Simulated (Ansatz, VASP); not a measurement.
One calculation of ZnB2P, two programs

```
Zn B P
1.0
     3.61178    0.00000    0.00000
     0.00000    3.61178    0.00000
     0.00000    0.00000    8.61073
Zn B P
2 4 2
Direct
  0.50000 0.00000 0.13542
  0.00000 0.50000 0.86458
  0.00000 0.00000 0.00000
  0.50000 0.50000 0.00000
  0.00000 0.50000 0.40896
  0.50000 0.00000 0.59104
  0.00000 0.00000 0.50000
  0.50000 0.50000 0.50000
```

Alike in both runs: functional PBE; k mesh 6 × 6 × 2; occupations gaussian, width 0.1 eV; no spin polarisation.

Ansatz relaxed the structure, and its values are those at the end. VASP's run is a single point on that final structure, the one shown.

|  | VASP | Ansatz |
| --- | --- | --- |
| version | VASP 6.6.1 | Ansatz 0.2.0 |
| potentials or method | VASP PAW PBE potentials, release 64 (Zn, B, P), cutoff 520 eV | scalar-relativistic, plane waves, PAW |
| valence electrons in the cell | 46 | 46 |

Ansatz gave:

* gap on the k mesh at the Fermi level (eV): none
* pressure (GPa): 0.0
* rms of the force components (eV/Å): 0.004

Task: Which values does VASP return?

Result: gap on the k mesh at the Fermi level (eV): none; pressure (GPa): 0.0; rms of the force components (eV/Å): 0.005.

A gap of «none» marks a metal or a gap that the smearing closes. The functional is the same, so the differences come from potentials, cutoffs and numerics.

The k mesh is coarse, so the values compare programs but aren't converged.
